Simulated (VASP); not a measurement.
A run of VASP 6.6.1 is set up as follows.

The input INCAR:

```
SYSTEM = Hf
PREC     = Accurate       ! precision mode
ENCUT    = 520            ! plane-wave cutoff, eV
EDIFF    = 1E-6           ! SCF threshold, eV
ISMEAR   = -1             ! smearing method
SIGMA    = 0.05           ! smearing width, eV
LREAL    = .FALSE.        ! projectors in reciprocal space
LASPH    = .TRUE.         ! aspherical terms in the spheres
NELM     = 80             ! most SCF steps
ALGO     = Normal         ! electronic algorithm
ISIF     = 2              ! what is computed and relaxed
LWAVE    = .FALSE.        ! write WAVECAR
LCHARG   = .FALSE.        ! write CHGCAR
GGA      = PE             ! functional
NBANDS   = 11             ! bands
```

File KPOINTS:

```
Automatic mesh
0
G
  10 10 10
  0 0 0
```

File POSCAR:

```
Hf
1.0
    0.0000000000      2.2492138765      2.2492138765
    2.2492138765      0.0000000000      2.2492138765
    2.2492138765      2.2492138765      0.0000000000
Hf
1
Direct
    0.0000000000      0.0000000000      0.0000000000
```

Potentials or basis: VASP PAW PBE potentials, release 64 (Hf_pv).

Run with:

```bash
$ cat potpaw_PBE.64/Hf_pv/POTCAR > POTCAR
$ mpirun -np 1 vasp_std > vasp.out
```

(1) Predict the band gap on the k mesh.

(2) What does it give for the pressure?

Answers

(1) zero (band 5 reaches 6.02 eV, above the bottom of band 6 at 4.23 eV).

(2) -1.5 GPa.

Caveat: spin-orbit coupling is left out, which moves the levels of the heavy elements.
